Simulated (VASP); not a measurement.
Set up this calculation in VASP 6.6.1, as the native input.

```yaml
Task: single point
Functional: PBEsol
Potentials_or_basis: VASP PAW PBE potentials, release 64 (Re)
Cutoff: 520 eV
k_mesh: 20 × 20 × 12
Occupations: fermi-dirac, width 0.1 eV
Spin: no spin polarisation
Dipole_correction: no
Further_INCAR_settings: ALGO = Normal; EDIFF = 1e-07; NBANDS = 14
```

The structure of Re lies in POSCAR:

```
Re
1.0
    2.7426460345      0.0000000000      0.0000000000
   -1.3713230173      2.3752011395      0.0000000000
    0.0000000000      0.0000000000      4.4250843874
Re
2
Direct
    0.3333333333      0.6666666667      0.2500000000
    0.6666666667      0.3333333333      0.7500000000
```

One way to write it, as run:

INCAR

```
PREC = Accurate
ENCUT = 520
EDIFF = 1E-7
ISMEAR = -1
SIGMA = 0.1
LREAL = False
LASPH = True
NELM = 80
ALGO = Normal
ISIF = 2
LWAVE = False
LCHARG = False
GGA = PS
NBANDS = 14
```

KPOINTS

```
regular mesh
0
Gamma
  20 20 12
```

Potentials or basis: VASP PAW PBE potentials, release 64 (Re).

The run is started by

```bash
$ cat potpaw_PBE.64/Re/POTCAR > POTCAR
$ mpirun -np 1 vasp_std > vasp.out
```

Results of the run:

```yaml
Pressure: 4.1 GPa
Band_gap_on_the_k_mesh: zero (bands 7 and 8 overlap by 3.46 eV)
```

Caveat: the cell stands under pressure; the PAW data sets were made with another functional, which shifts forces and pressure a little; spin-orbit coupling is left out, which moves the levels of the heavy elements.

Run time: 3.1 min on 1 thread of Oxide Virtual Turin-like Processor, on a shared host, peak memory 0.2 GiB.
